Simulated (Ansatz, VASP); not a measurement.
La2Y2O: VASP beside Ansatz

The input INCAR:

```
ALGO = Normal
EDIFF = 1E-6
EDIFFG = -0.08
ENCUT = 600
GGA = PE
IBRION = 2
ISIF = 3
ISMEAR = 0
LASPH = True
LCHARG = False
LREAL = False
LWAVE = False
NELM = 60
NSW = 36
PREC = Accurate
SIGMA = 0.2
```

Contents of KPOINTS:

```
k-points
0
Gamma
  5 5 2
```

Contents of POSCAR:

```
La2Y2O
1.0
    3.5200000000      0.0000000000      0.0000000000
   -1.7600000000      3.0484094200      0.0000000000
    0.0000000000      0.0000000000     10.9000000000
La Y O
2 2 1
Direct
    0.3333333300      0.6666666700      0.6300000000
    0.6666666700      0.3333333300      0.3700000000
    0.3333333300      0.6666666700      0.1150000000
    0.6666666700      0.3333333300      0.8850000000
    0.0000000000      0.0000000000      0.0000000000
```

Input for Ansatz:

```yaml
crystal:
  lattice:
    - [3.52, 0.0, 0.0]
    - [-1.76, 3.04840942, 0.0]
    - [0.0, 0.0, 10.9]
  atoms:
    - { symbol: La, position: [0.33333333, 0.66666667, 0.63] }
    - { symbol: La, position: [0.66666667, 0.33333333, 0.37] }
    - { symbol: "Y", position: [0.33333333, 0.66666667, 0.115] }
    - { symbol: "Y", position: [0.66666667, 0.33333333, 0.885] }
    - { symbol: O, position: [0.0, 0.0, 0.0] }
basis:
  ecutwfc: 420
kpoints:
  mp_grid: { grid: [5, 5, 2] }
hamiltonian:
  xc: pbe
scf:
  occupations: { method: gaussian, width: 0.2 }
  lower_state_search: "off"
output:
  forces: true
  stress: true
  eigenvalues: true
relax:
  adjacent_minimum: "off"
  f_tol: 0.08
  max_steps: 16
  cell: { stress_tol: 0.8 }
```

Alike in both runs: task relaxation of cell and atoms; functional PBE; k mesh 5 × 5 × 2; occupations gaussian, width 0.2 eV; no spin polarisation.

```csv
,VASP,Ansatz
version,VASP 6.6.1,Ansatz 0.2.0
potentials or method,"VASP PAW PBE potentials, release 64 (La, Y_sv, O), cutoff 600 eV","scalar-relativistic, plane waves, PAW"
valence electrons in the cell,50,50
```

```csv
,VASP,Ansatz,Ansatz less VASP
"gap on the k mesh at the Fermi level, each at its own relaxed structure (eV)",none,none,-
relaxed volume (Å³/atom),27.12,26.87,-0.248
relaxed cell length with the largest relative difference (Å),11.965,11.866,-0.0992
```

A gap of «none» marks a metal or a gap that the smearing closes.

The k mesh is coarse, so the values compare programs but aren't converged. Neither program's run includes spin-orbit coupling. Noted on VASP's run: the volume moved by over 15 % at a fixed basis, so the end points are rough.
